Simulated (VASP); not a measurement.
# Sn (Im-3m) in VASP: single point with LDA

Aim: the single point of Sn with LDA.

All numbers are computed with VASP 6.6.1; they aren't measurements. Logs are shortened: lines on timing, memory, paths and dates and some standing lists are left out, and cuts for length are marked.

### Step 1. The cell of the first run

It takes space group Im-3m (No. 229, cubic). The conventional cell has a = 3.511 Å, b = 3.511 Å, c = 3.511 Å, α = 90.00°, β = 90.00°, γ = 90.00°. Sn (site symmetry m-3m) has 14 Sn at 3.04 to 3.51 Å within 4.0 Å.

### Step 2. Single point, LDA (volume scaled by 0.85)

INCAR reads:

```
SYSTEM = Sn
ALGO = Normal
EDIFF = 1E-6
ENCUT = 520
ISIF = 2
ISMEAR = -1
LASPH = .TRUE.
LCHARG = .TRUE.
LELF = .TRUE.
LREAL = .FALSE.
LVHAR = .TRUE.
LWAVE = .FALSE.
NBANDS = 13
NELM = 60
PREC = Accurate
SIGMA = 0.08
```

KPOINTS reads:

```
k-points
0
G
  14 14 14
  0 0 0
```

POSCAR reads:

```
Sn
1.0
   -1.7556129274      1.7556129274      1.7556129274
    1.7556129274     -1.7556129274      1.7556129274
    1.7556129274      1.7556129274     -1.7556129274
Sn
1
Direct
    0.0000000000      0.0000000000      0.0000000000
```

Potentials or basis: VASP PAW LDA potentials, release 64 (Sn_d).

On the command line:

```bash
$ cat potpaw_LDA.64/Sn_d/POTCAR > POTCAR
$ mpirun -np 1 vasp_std > vasp.out
```

OUTCAR:

```text
SYSTEM = Sn
   EDIFF = 1E-6
   ENCUT = 520
   ISIF = 2
   ISMEAR = -1
   LASPH = .TRUE.
   LREAL = .FALSE.
   NELM = 60
   PREC = Accurate

 ion  position               nearest neighbor table
   1  0.000  0.000  0.000-

  LATTYP: Found a body centered cubic cell.
 ALAT       =     3.5112258548

  Lattice vectors:

 A1 = (  -1.7556129274,   1.7556129274,   1.7556129274)
 A2 = (   1.7556129274,  -1.7556129274,   1.7556129274)
 A3 = (   1.7556129274,   1.7556129274,  -1.7556129274)

Analysis of symmetry for initial positions (statically):
=====================================================================
 Subroutine PRICEL returns:
 Original cell was already a primitive cell.

 Routine SETGRP: Setting up the symmetry group for a
 body centered cubic supercell.

 Subroutine GETGRP returns: Found 48 space group operations
 (whereof 48 operations were pure point group operations)
 out of a pool of 48 trial point group operations.

The static configuration has the point symmetry O_h .

Analysis of symmetry for dynamics (positions and initial velocities):
=====================================================================
 Subroutine PRICEL returns:
 Original cell was already a primitive cell.

 Routine SETGRP: Setting up the symmetry group for a
 body centered cubic supercell.

 Subroutine GETGRP returns: Found 48 space group operations
 (whereof 48 operations were pure point group operations)
 out of a pool of 48 trial point group operations.

The dynamic configuration has the point symmetry O_h .

 Subroutine INISYM returns: Found 48 space group operations
 (whereof 48 operations are pure point group operations),
 and found     1 'primitive' translations

----------------------------------------------------------------------------------------

                                     Primitive cell

  volume of cell :      21.6444

  direct lattice vectors                    reciprocal lattice vectors
    -1.755612927  1.755612927  1.755612927     0.000000000  0.284800819  0.284800819
     1.755612927 -1.755612927  1.755612927     0.284800819  0.000000000  0.284800819
     1.755612927  1.755612927 -1.755612927     0.284800819  0.284800819  0.000000000

  length of vectors
     3.040810789  3.040810789  3.040810789     0.402769181  0.402769181  0.402769181

  position of ions in fractional coordinates (direct lattice)
     0.000000000  0.000000000  0.000000000

  ion indices of the primitive-cell ions
   primitive index   ion index
                 1           1

----------------------------------------------------------------------------------------

 KPOINTS: k-points

Automatic generation of k-mesh.
 Grid dimensions read from file:
 generate k-points for:   14   14   14

 Generating k-lattice:

  Cartesian coordinates                     Fractional coordinates (reciprocal lattice)
     0.000000000  0.020342916  0.020342916     0.071428571  0.000000000  0.000000000
     0.020342916  0.000000000  0.020342916     0.000000000  0.071428571  0.000000000
     0.020342916  0.020342916  0.000000000     0.000000000  0.000000000  0.071428571

  Length of vectors
     0.028769227  0.028769227  0.028769227

  Shift w.r.t. Gamma in fractional coordinates (k-lattice)
     0.000000000  0.000000000  0.000000000

 Subroutine IBZKPT returns following result:
 ===========================================

 Found    104 irreducible k-points:

 Following reciprocal coordinates:
            Coordinates               Weight
  0.000000  0.000000  0.000000      1.000000
  0.071429  0.000000  0.000000     12.000000
  0.142857  0.000000  0.000000     12.000000
  0.214286  0.000000  0.000000     12.000000
  0.285714  0.000000  0.000000     12.000000
  0.357143  0.000000  0.000000     12.000000
[... 16 lines left out ...]
  0.285714  0.285714  0.000000     24.000000
  0.357143  0.285714 -0.000000     24.000000
 [... further k-points ...]
   k-points           NKPTS =    104   k-points in BZ     NKDIM =    104   number of bands    NBANDS=     13
   number of dos      NEDOS =    301   number of ions     NIONS =      1
   total plane-waves  NPLWV =  13824
   dimension x,y,z NGX =    24 NGY =   24 NGZ =   24
   dimension x,y,z NGXF=    48 NGYF=   48 NGZF=   48
   ions per type =               1
   NGX,Y,Z   is equivalent  to a cutoff of  13.12, 13.12, 13.12 a.u.
   NGXF,Y,Z  is equivalent  to a cutoff of  26.24, 26.24, 26.24 a.u.
 SYSTEM =  Sn
   PREC   = accura    normal or accurate (medium, high low for compatibility)
   ISTART =      0    job   : 0-new  1-cont  2-samecut
   ICHARG =      2    charge: 1-file 2-atom 10-const
   ISPIN  =      1    spin polarized calculation?
   LNONCOLLINEAR =      F non collinear calculations
   LSORBIT =      F    spin-orbit coupling
   LASPH  =      T    aspherical Exc in radial PAW
   ENCUT  =  520.0 eV  38.22 Ry    6.18 a.u.   5.65  5.65  5.65*2*pi/ulx,y,z
   NELM   =     60;   NELMIN=  2; NELMDL= -5     # of ELM steps
   EDIFF  = 0.1E-05   stopping-criterion for ELM
   LREAL  =      F    real-space projection
   EDIFFG = 0.1E-04   stopping-criterion for IOM
   NSW    =      0    number of steps for IOM
   IBRION =     -1    ionic relax: 0-MD 1-quasi-New 2-CG
   NFREE  =      0    steps in history (QN), initial steepest desc. (CG)
   ISIF   =      2    stress and relaxation
   ISYM   =      2    0-nonsym 1-usesym 2-fastsym
   POTIM  = 0.5000    time-step for ionic-motion
   TEBEG  =    0.0;   TEEND  =   0.0 temperature during run
   PSTRESS=    0.0 pullay stress
   NELECT =      14.0000    total number of electrons
   NUPDOWN=      -1.0000    fix difference up-down
   EMIN   =  10.00;   EMAX   =-10.00  energy-range for DOS
   EFERMI =   0.00;   METHOD = LEGACY
   ISMEAR =    -1;   SIGMA  =   0.08  broadening in eV -4-tet -1-fermi 0-gaus
   EFERMI_NEDOS =   21; number of points for ismear=-14 and -15
   IALGO  =     38    algorithm
   IMIX   =      4    mixing-type and parameters
     AMIX     =   0.40;   BMIX     =  1.00
     AMIX_MAG =   1.60;   BMIX_MAG =  1.00
  volume/ion in A,a.u.               =      21.64       146.06
  Fermi-wavevector in a.u.,A,eV,Ry     =   1.415801  2.675475 27.272758  2.004491
  Thomas-Fermi vector in A             =   2.537201
   LORBIT       =      0    0 simple, 1 ext, 2 COOP (PROOUT), +10 PAW based schemes
   GGA     = CA    functional components
   LHFCALC =     F    Hartree Fock is set to
   AEXX    =    0.0000 exact exchange contribution
   IVDW    =     0    specifies the selected vdW correction
   LEPSILON=     F    determine dielectric tensor
   LRPA    =     F    only Hartree local field effects (RPA)
 non-spin polarized calculation
  energy-cutoff  :      520.00
  volume of cell :       21.64
 maximum number of plane-waves:       603
   NGX = 11   NGY = 11   NGZ = 11

 number of electron      14.0000003 magnetization

 Free energy of the ion-electron system (eV)
  ---------------------------------------------------
  ext. energy  EPLUGINS =         0.00000000
  ---------------------------------------------------
  free energy    TOTEN  =        -4.30317820 eV

  energy without entropy =       -4.29404039  energy(sigma->0) =       -4.29860930

 E-fermi :  10.9089     XC(G=0): -11.7212

 val. band max:       10.9084102549   @ k =  -0.4286   0.4286   0.3571
 cond. band min:      10.9166470857   @ k =  -0.3571   0.3571   0.2857
 fundamental gap:      0.0082368308
 Fermi energy:        10.9088761876

 k-point     1 :       0.0000    0.0000    0.0000
  band No.  band energies     occupation
      1     -10.7801      2.00000
      2     -10.7801      2.00000
      3     -10.7801      2.00000
      4     -10.5062      2.00000
      5     -10.5062      2.00000
      6      -2.0570      2.00000
      7      21.0882      0.00000
      8      21.0882      0.00000
      9      21.0882      0.00000
     10      23.4997      0.00000
     11      23.4997      0.00000
     12      23.4997      0.00000
     13      25.5868      0.00000

 k-point     2 :       0.0714    0.0000    0.0000
  band No.  band energies     occupation
      1     -10.7851      2.00000
      2     -10.7742      2.00000
      3     -10.7590      2.00000
      4     -10.5116      2.00000
      5     -10.5065      2.00000
      6      -1.9229      2.00000
      7      19.7817      0.00000
      8      20.4417      0.00000
      9      20.7989      0.00000
     10      22.6815      0.00000
     11      22.9841      0.00000
     12      23.3618      0.00000
     13      26.1361      0.00000

 k-point     3 :       0.1429    0.0000    0.0000
  band No.  band energies     occupation
      1     -10.7990      2.00000
      2     -10.7600      2.00000
      3     -10.6997      2.00000
      4     -10.5255      2.00000
      5     -10.5076      2.00000
      6      -1.5188      2.00000
      7      17.1129      0.00000
      8      19.1795      0.00000
      9      20.0110      0.00000
     10      21.9598      0.00000
     11      22.1647      0.00000
     12      23.5111      0.00000
     13      26.5647      0.00000
[... 305 lines left out ...]
 k-point    23 :       0.2857    0.2857    0.0000
  band No.  band energies     occupation
      1     -10.8237      2.00000
      2     -10.6652      2.00000
      3     -10.5707      2.00000
      4     -10.5181      2.00000
      5     -10.4386      2.00000
      6       4.3488      2.00000
      7       7.9052      2.00000
      8       9.1686      2.00000
      9      15.7406      0.00000
     10      23.5145      0.00000
     11      23.7066      0.00000
     12      26.5837      0.00000
     13      29.9320      0.00000

 k-point    24 :       0.3571    0.2857   -0.0000
  band No.  band energies     occupation
      1     -10.8224      2.00000
      2     -10.6429      2.00000
      3     -10.5874      2.00000
      4     -10.4998      2.00000
      5     -10.4552      2.00000
      6       5.3821      2.00000
      7       7.0386      2.00000
      8       8.6213      2.00000
      9      15.6322      0.00000
     10      23.5168      0.00000
     11      24.9267      0.00000
     12      25.0931      0.00000
     13      29.9314      0.00000

 [... further k-points ...]
[... 5 lines left out ...]
  --------------------------------------------------------------------------------------
  -------------------------------------------------------------------------------------
  Total        1.9490052      1.9490052      1.9490052      0.0000000      0.0000000      0.0000000
  in kB      144.2704172    144.2704172    144.2704172      0.0000000      0.0000000      0.0000000
  external PRESSURE =     144.2704172 kB  Pullay stress =       0.0000000 kB

 VOLUME and BASIS-vectors are now :
 -----------------------------------------------------------------------------
  energy-cutoff  :      520.00
  volume of cell :       21.64
      direct lattice vectors                 reciprocal lattice vectors
    -1.755612927  1.755612927  1.755612927     0.000000000  0.284800819  0.284800819
     1.755612927 -1.755612927  1.755612927     0.284800819  0.000000000  0.284800819
     1.755612927  1.755612927 -1.755612927     0.284800819  0.284800819  0.000000000

 POSITION                                       TOTAL-FORCE (eV/Angst)
 -----------------------------------------------------------------------------------
      0.00000      0.00000      0.00000         0.000000      0.000000     -0.000000
 -----------------------------------------------------------------------------------
    total drift:                               -0.000000      0.000000      0.000000

  FREE ENERGIE OF THE ION-ELECTRON SYSTEM (eV)
  ---------------------------------------------------
  free  energy   TOTEN  =        -4.3031782030 eV

  energy  without entropy=       -4.2940403945  energy(sigma->0) =       -4.29860930
```

Wall time 13 s (1 thread of AMD EPYC 9R45 (Zen 5), shared host); peak memory 0.11 GiB.

What came out:

```
Free energy            : -4.3032 eV
Pressure               : 14.4 GPa
Band gap on the k mesh : zero (band 7 reaches 21.09 eV, above the bottom of band 8 at 7.72 eV)
```

Levels at points of the mesh, in eV from the Fermi level:
```tsv
k point	band 4	band 5	band 6	band 7	band 8	band 9	band 10	band 11
(0.00, 0.00, 0.00)	-21.42	-21.42	-12.97	10.18	10.18	10.18	12.59	12.59
(0.50, 0.00, 0.00)	-21.42	-21.25	-6.75	-5.68	4.36	6.15	9.24	9.51
(0.50, 0.50, 0.50)	-21.29	-21.29	-1.11	-0.79	-0.79	-0.79	3.93	3.93
```

Caveat: spin-orbit coupling is left out, which moves the levels of the heavy elements.
